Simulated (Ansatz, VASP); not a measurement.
## Two plane-wave programs on BaTiO3

INCAR

```
  PREC = Accurate
  ENCUT = 910
  EDIFF = 1E-6
  ISMEAR = 0
  SIGMA = 0.02
  LREAL = False
  LASPH = True
  NELM = 120
  ALGO = Normal
  ISIF = 2
  LWAVE = False
  LCHARG = False
  GGA = PS
  NBANDS = 28
  GGA_COMPAT = False
```

The input KPOINTS:

```
Automatic mesh
0
Gamma
  8 8 8
```

File POSCAR:

```
BaTiO3
1.0
    3.8904719457      0.0000000000      0.0000000000
    0.0000000000      3.9911066064      0.0000000000
    0.0000000000      0.0000000000      3.9911066064
Ba Ti O
1 1 3
Direct
    0.5000000000      0.5000000000      0.5000000000
    0.0000000000      0.0000000000      0.0000000000
    0.5000000000      0.0000000000      0.0000000000
    0.0000000000      0.5000000000      0.0000000000
    0.0000000000      0.0000000000      0.5000000000
```

Input for Ansatz:

```yaml
crystal:
  lattice:
    - [3.8904719457, 0.0, 0.0]
    - [0.0, 3.9911066064, 0.0]
    - [0.0, 0.0, 3.9911066064]
  atoms:
    - { symbol: Ba, position: [0.5, 0.5, 0.5] }
    - { symbol: Ti, position: [0.0, 0.0, 0.0] }
    - { symbol: O, position: [0.5, 0.0, 0.0] }
    - { symbol: O, position: [0.0, 0.5, 0.0] }
    - { symbol: O, position: [0.0, 0.0, 0.5] }
basis:
  ecutwfc: 420
kpoints:
  mp_grid: { grid: [8, 8, 8] }
  band_path: { path: [VBM, CBM], npoints: 2 }
hamiltonian:
  xc: pbesol
scf:
  occupations: { method: gaussian, width: 0.02 }
output:
  forces: true
  stress: true
  eigenvalues: true
checkpoint:
  read: start.run
  write: ck
  compress: false
  write_wavefunctions: false
  write_every: 100000
```

Alike in both runs: task single point; functional PBEsol; k mesh 8 × 8 × 8; occupations gaussian, width 0.02 eV; no spin polarisation.

|  | VASP | Ansatz |
| --- | --- | --- |
| version | VASP 6.6.1 | Ansatz 0.2.0 |
| potentials or method | VASP PAW PBE potentials, release 64 (Ba_sv, Ti_sv, O_h), cutoff 910 eV | scalar-relativistic, plane waves, PAW |
| valence electrons in the cell | 40 | 40 |

Ansatz gave:

| Property | Result |
| --- | --- |
| gap on the k mesh at the Fermi level (eV) | 1.78 |
| least direct gap on the mesh (eV) | 1.85 |

**Question.** Which values does VASP return?

**Answer.** gap on the k mesh at the Fermi level (eV): 1.71; least direct gap on the mesh (eV): 1.82.

VASP's potentials were made for PBE, not for PBEsol. With one functional, cell and mesh, what is left measures potentials, basis and numerics.

Neither program's run includes spin-orbit coupling. Noted on VASP's run: the cutoff is short for stress, so the pressure is rough.
